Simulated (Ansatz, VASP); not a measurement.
**Cr in VASP and in Ansatz**

```
CELL_PARAMETERS angstrom
-1.42398 1.42398 1.42398
1.42398 -1.42398 1.42398
1.42398 1.42398 -1.42398
ATOMIC_POSITIONS crystal
Cr 0.00000 0.00000 0.00000
```

Alike in both runs: functional PBE; k mesh 28 × 28 × 28; occupations gaussian, width 0.1 eV; no spin polarisation.

Ansatz relaxed the structure, and its values are those at the end. VASP's run is a single point on that final structure, the one shown.

|  | VASP | Ansatz |
| --- | --- | --- |
| version | VASP 6.6.1 | Ansatz 0.2.0 |
| potentials or method | VASP PAW PBE potentials, release 64 (Cr_pv), cutoff 520 eV | scalar-relativistic, plane waves, PAW |
| valence electrons in the cell | 12 | 14 |

```csv
,VASP,Ansatz,Ansatz less VASP
gap on the k mesh at the Fermi level (eV),none,none,-
pressure (GPa),-0.5,0.0,+0.51
```

A gap of «none» marks a metal or a gap that the smearing closes. With one functional, cell and mesh, what is left measures potentials, basis and numerics. VASP's potentials hold 12 valence electrons a cell and Ansatz's 14, so a difference there can come from the potentials and not from the codes.
